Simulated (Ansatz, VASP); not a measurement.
# HC18F in VASP and in Ansatz

```
CELL_PARAMETERS angstrom
7.39800 0.00000 0.00000
-3.69900 6.40686 0.00000
0.00000 0.00000 11.00000
ATOMIC_POSITIONS crystal
C 0.99738 0.00523 0.08396
C 0.21762 0.11571 0.08380
C 0.99719 0.33831 0.08372
C 0.21748 0.44906 0.08380
C 0.99745 0.67165 0.08384
C 0.21764 0.78249 0.08373
C 0.33060 0.00498 0.08377
C 0.55086 0.11572 0.08366
C 0.33049 0.33827 0.08383
C 0.55070 0.44873 0.08398
C 0.33049 0.67167 0.08375
C 0.55071 0.78256 0.08394
C 0.66396 0.00510 0.08370
C 0.88423 0.11581 0.08376
C 0.66392 0.33825 0.08368
C 0.88422 0.44903 0.08365
C 0.66382 0.67161 0.08459
C 0.88453 0.78258 0.08432
F 0.70343 0.68289 0.37790
H 0.70285 0.68418 0.29262
```

Alike in both runs: functional PBE; k mesh 2 × 2 × 1; occupations gaussian, width 0.02 eV; no spin polarisation.

Ansatz relaxed the structure, and its values are those at the end. VASP's run is a single point on that final structure, the one shown.

```csv
,VASP,Ansatz
version,VASP 6.6.1,Ansatz 0.2.0
potentials or method,"VASP PAW PBE potentials, release 64 (C, F, H), cutoff 520 eV","scalar-relativistic, plane waves, PAW"
valence electrons in the cell,80,80
```

Ansatz gave:

| Property | Result |
| --- | --- |
| rms of the force components (eV/Å) | 0.006 |

What did VASP give for the same quantities?

rms of the force components (eV/Å): 0.055.

The k mesh is coarse, so the values compare programs but aren't converged.
